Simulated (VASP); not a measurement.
Here is a VASP 6.6.1 calculation.

Contents of INCAR:

```
SYSTEM = InP
ALGO     = Normal         ! electronic algorithm
EDIFF    = 1E-6           ! SCF threshold, eV
ENCUT    = 520            ! plane-wave cutoff, eV
GGA      = PS             ! functional
ISIF     = 2              ! what is computed and relaxed
ISMEAR   = -1             ! smearing method
IVDW     = 13             ! dispersion correction
LASPH    = .True.         ! aspherical terms in the spheres
LCHARG   = .True.         ! write CHGCAR
LELF     = .True.         ! ELF
LREAL    = .False.        ! projectors in reciprocal space
LVHAR    = .True.       
LWAVE    = .False.        ! write WAVECAR
NBANDS   = 16             ! bands
NELM     = 100            ! most SCF steps
PREC     = Accurate       ! precision mode
SIGMA    = 0.05           ! smearing width, eV
```

Contents of KPOINTS:

```
k-points
0
Gamma
  8 8 8
  0 0 0
```

File POSCAR:

```
InP
1.0
    0.0000000000      2.9879753761      2.9879753761
    2.9879753761      0.0000000000      2.9879753761
    2.9879753761      2.9879753761      0.0000000000
In P
1 1
Direct
    0.0000000000      0.0000000000      0.0000000000
    0.7500000000      0.7500000000      0.7500000000
```

Potentials or basis: VASP PAW PBE potentials, release 64 (In_d, P).

Run with:

```bash
$ cat potpaw_PBE.64/In_d/POTCAR potpaw_PBE.64/P/POTCAR > POTCAR
$ mpirun -np 1 vasp_std > vasp.out
```

(1) Estimate the pressure.

(2) Predict the dispersion energy per atom.

(3) What does it give for the band gap on the k mesh?

Answers

(1) -4.0 GPa.

(2) -0.187 eV.

(3) 0.30 eV, direct.

Caveat: the PAW data sets were made with another functional, which shifts forces and pressure a little; spin-orbit coupling is left out, which moves the levels of the heavy elements.
